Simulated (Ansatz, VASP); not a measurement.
**AgCl in VASP and in Ansatz**

INCAR

```
SYSTEM = AgCl
PREC = Accurate
ENCUT = 500
EDIFF = 1E-6
ISMEAR = -1
SIGMA = 0.02
LREAL = .False.
LASPH = .True.
NELM = 120
ALGO = Normal
ISIF = 2
LWAVE = .False.
LCHARG = .False.
GGA = PE
NBANDS = 16
GGA_COMPAT = .False.
```

KPOINTS

```
Automatic mesh
0
Gamma
  8 8 8
  0 0 0
```

POSCAR

```
AgCl
1.0
    0.0000000000      2.7176870000      2.7731500000
    2.7176870000      0.0000000000      2.7731500000
    2.7176870000      2.7176870000      0.0000000000
Ag Cl
1 1
Direct
    0.5000000000      0.5000000000      0.5000000000
    0.0000000000      0.0000000000      0.0000000000
```

Input for Ansatz:

```yaml
crystal:
  lattice:
    - [0.0, 2.717687, 2.77315]
    - [2.717687, 0.0, 2.77315]
    - [2.717687, 2.717687, 0.0]
  atoms:
    - { symbol: Ag, position: [0.5, 0.5, 0.5] }
    - { symbol: Cl, position: [0.0, 0.0, 0.0] }
kpoints:
  mp_grid: { grid: [8, 8, 8] }
  band_path:
    path:
      - [0.0, 0.0, 0.0]
      - [0.0, 0.5, 0.5]
      - [0.25, 0.75, 0.5]
      - [0.0, 0.5, 0.0]
      - [0.0, 0.0, 0.0]
      - [0.5, 0.5, 0.0]
      - [0.37005, 0.62995, 0.0]
      - [-0.37005, 0.37005, 0.0]
      - [0.0, 0.0, 0.0]
    npoints: 5
scf:
  occupations: { method: fermi_dirac, width: 0.02 }
hamiltonian:
  xc: pbe
  pseudopotentials: { kind: all_electron, lapw: { basis_error: 0.0005 } }
output:
  forces: true
  stress: true
  eigenvalues: true
```

Change from the starting cell: equal xx and yy strain of -2 %.

Alike in both runs: task single point; functional PBE; k mesh 8 × 8 × 8; occupations fermi-dirac, width 0.02 eV; no spin polarisation.

|  | VASP | Ansatz |
| --- | --- | --- |
| version | VASP 6.6.1 | Ansatz 0.2.0 |
| potentials or method | VASP PAW PBE potentials, release 64 (Ag, Cl), cutoff 500 eV | all-electron LAPW, scalar-relativistic |

```tsv
	VASP	Ansatz	Ansatz less VASP
gap on the k mesh at the Fermi level (eV)	0.84	0.84	+0.005
pressure (GPa)	3.8	3.9	+0.15
traceless stress, the component that is largest in VASP (GPa)	-0.51	-0.52	-0.014
```

Ansatz ran all-electron here, and VASP with PAW potentials.
